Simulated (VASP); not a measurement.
Br: single point with PBE

The system is Br.

```
Br
1.0
     2.58005   -5.50272    0.00000
     2.58005    5.50272    0.00000
     0.00000    0.00000    3.66709
Br
6
Direct
  0.10192 0.32163 0.50000
  0.89808 0.67837 0.50000
  0.32163 0.10192 0.50000
  0.67837 0.89808 0.50000
  0.00000 0.50000 0.00000
  0.50000 0.00000 0.00000
```

The cell was generated, and may not be a known phase.

```yaml
Program: VASP 6.6.1
Task: single point
Functional: PBE
Potentials_or_basis: VASP PAW PBE potentials, release 64 (Br)
Cutoff: 520 eV
k_mesh: 4 × 4 × 6
Occupations: gaussian, width 0.1 eV
Spin: no spin polarisation
Dipole_correction: no
Further_INCAR_settings: ALGO = Normal; EDIFF = 1e-06; NBANDS = 30
```

```json
{"Pressure": "87.0 GPa", "Largest force": "6.987 eV/Å", "Band gap on the k mesh": "zero (bands 21 and 22 overlap by 2.48 eV)"}
```

Forces on the atoms (eV/Å):
```
Br   6.720 -1.912  0.000
Br  -6.720  1.912  0.000
Br   6.720  1.912  0.000
Br  -6.720 -1.912  0.000
Br   0.000  0.000  0.000
Br   0.000  0.000  0.000
```

Stress tensor (GPa, compression positive):
```
92.76  0.00  0.00
 0.00 91.34  0.00
 0.00  0.00 76.80
```

Levels at points of the mesh, in eV from the Fermi level:
```csv
k point,band 19,band 20,band 21,band 22,band 23,band 24
"(0.00, 0.00, 0.00)",-1.45,-1.38,-1.01,1.45,1.54,2.16
"(0.50, 0.00, 0.00)",-2.33,-1.81,-1.04,-0.87,-0.72,-0.52
"(0.50, 0.50, 0.00)",-0.93,-0.80,-0.19,0.91,1.39,3.13
"(0.00, 0.00, 0.50)",0.23,0.26,0.53,0.74,0.97,2.39
"(0.50, 0.00, 0.50)",-3.32,-2.00,0.07,0.52,1.57,2.22
"(0.50, 0.50, 0.50)",0.42,0.87,0.99,1.29,1.65,1.89
```

It took 2.6 min on 1 thread of Oxide Virtual Turin-like Processor (shared host), peak memory 0.22 GiB.

Caveat: the stress differs along the axes, from 77 to 93 GPa; forces of over 1 eV/Å act on the atoms, so gaps and moduli don't describe the material at rest.
